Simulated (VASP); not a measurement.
Crystal: W.

```xyz
1
Lattice="-1.6033 1.6033 1.6033 1.6033 -1.6033 1.6033 1.6033 1.6033 -1.6033" Properties=species:S:1:pos:R:3 pbc="T T T"
W     0.0000    0.0000    0.0000
```

Base run:

* Program: VASP 6.6.1
* Functional: PBE
* Potentials or basis: VASP PAW PBE potentials, release 64 (W_sv)
* Cutoff: 500 eV
* k mesh: 8 × 8 × 8
* Occupations: fermi-dirac, width 0.1 eV
* Spin: no spin polarisation

Its results: band gap on the k mesh zero (band 7 reaches 15.77 eV, above the bottom of band 8 at 9.72 eV); pressure -5.6 GPa.

The run is repeated on the same cell with these changes: k mesh from 8 × 8 × 8 to 4 × 4 × 4. What comes out?

Band gap on the k mesh zero (band 7 reaches 15.87 eV, above the bottom of band 8 at 9.79 eV); pressure -6.5 GPa.

Caveats: some runs use coarse meshes; spin-orbit coupling is left out, which moves the levels of the heavy elements.
